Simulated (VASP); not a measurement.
Here is a VASP 6.6.1 calculation.

INCAR

```
SYSTEM = HC18F
ALGO     = Normal         ! electronic algorithm
EDIFF    = 1E-6           ! SCF threshold, eV
ENCUT    = 520            ! plane-wave cutoff, eV
GGA      = PE             ! functional
ISIF     = 2              ! what is computed and relaxed
ISMEAR   = 0              ! smearing method
LASPH    = .TRUE.         ! aspherical terms in the spheres
LCHARG   = .FALSE.        ! write CHGCAR
LREAL    = Auto         
LWAVE    = .FALSE.        ! write WAVECAR
NBANDS   = 56             ! bands
NELM     = 60             ! most SCF steps
PREC     = Accurate       ! precision mode
SIGMA    = 0.02           ! smearing width, eV
```

File KPOINTS:

```
k-points
0
G
  2 2 1
  0 0 0
```

POSCAR

```
HC18F
1.0
    7.3980000000      0.0000000000      0.0000000000
   -3.6990000000      6.4068560000      0.0000000000
    0.0000000000      0.0000000000     11.0000000000
C F H
18 1 1
Direct
    0.0006219036      0.0072781408      0.0835026364
    0.2234311923      0.1196596271      0.0841244545
    0.0006667047      0.3404485757      0.0843757273
    0.2234451497      0.4530587233      0.0838010000
    0.0007294894      0.6738874730      0.0834790909
    0.2235178231      0.7864000689      0.0839438182
    0.3339599311      0.0071504651      0.0843599091
    0.5567178994      0.1195406920      0.0846318182
    0.3336950436      0.3404054969      0.0838899091
    0.5567219404      0.4529340132      0.0835308182
    0.3340085752      0.6738676505      0.0834256364
    0.5567039704      0.7865274325      0.0826618182
    0.6673288273      0.0071567084      0.0838296364
    0.8901071627      0.1196814787      0.0840275455
    0.6674032776      0.3402985801      0.0843759091
    0.8902625929      0.4530666836      0.0841635455
    0.6674050431      0.6741180073      0.0820438182
    0.8904188587      0.7865884609      0.0825525455
    0.6594286341      0.6690824642      0.3552969091
    0.6588672408      0.5886598669      0.2901048182
```

Potentials or basis: VASP PAW PBE potentials, release 64 (C, F, H).

Run with:

```sh
$ cat potpaw_PBE.64/C/POTCAR potpaw_PBE.64/F/POTCAR potpaw_PBE.64/H/POTCAR > POTCAR
$ mpirun -np 1 vasp_std > vasp.out
```

(1) Estimate the band gap on the k mesh.

(2) Estimate the largest force.

## Answers

(1) 0.09 eV.

(2) 0.763 eV/Å.

Caveat: the k points lie up to 0.49 Å⁻¹ apart.
